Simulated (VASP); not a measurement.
Input of a VASP 6.6.1 run:

Contents of INCAR:

```
PREC     = Accurate       # precision mode
ENCUT    = 520            # plane-wave cutoff, eV
EDIFF    = 1E-7           # SCF threshold, eV
ISMEAR   = 0              # smearing method
SIGMA    = 0.01           # smearing width, eV
LREAL    = False          # projectors in reciprocal space
LASPH    = True           # aspherical terms in the spheres
NELM     = 60             # most SCF steps
ALGO     = Normal         # electronic algorithm
ISIF     = 2              # what is computed and relaxed
LWAVE    = False          # write WAVECAR
LCHARG   = False          # write CHGCAR
GGA      = PS             # functional
NBANDS   = 25             # bands
```

The input KPOINTS:

```
Automatic mesh
0
Gamma
  6 6 9
```

The input POSCAR:

```
SiO2
1.0
    4.1947605130      0.0000000000      0.0000000000
    0.0000000000      4.1947605130      0.0000000000
    0.0000000000      0.0000000000      2.6784481653
Si O
2 4
Direct
    0.0000000000      0.0000000000      0.0000000000
    0.5000000000      0.5000000000      0.5000000000
    0.3060592407      0.3060592407      0.0000000000
    0.6939407593      0.6939407593      0.0000000000
    0.1939407593      0.8060592407      0.5000000000
    0.8060592407      0.1939407593      0.5000000000
```

Potentials or basis: VASP PAW PBE potentials, release 64 (Si, O).

Run with:

```sh
$ cat potpaw_PBE.64/Si/POTCAR potpaw_PBE.64/O/POTCAR > POTCAR
$ mpirun -np 1 vasp_std > vasp.out
```

(1) Estimate the pressure.

(2) Estimate the largest force.

(3) Predict the band gap on the k mesh.

Answers

(1) 0.7 GPa.

(2) 0.034 eV/Å.

(3) 5.36 eV.

Caveat: the PAW data sets were made with another functional, which shifts forces and pressure a little; an odd mesh through Γ misses points on the zone boundary, where band edges can lie.
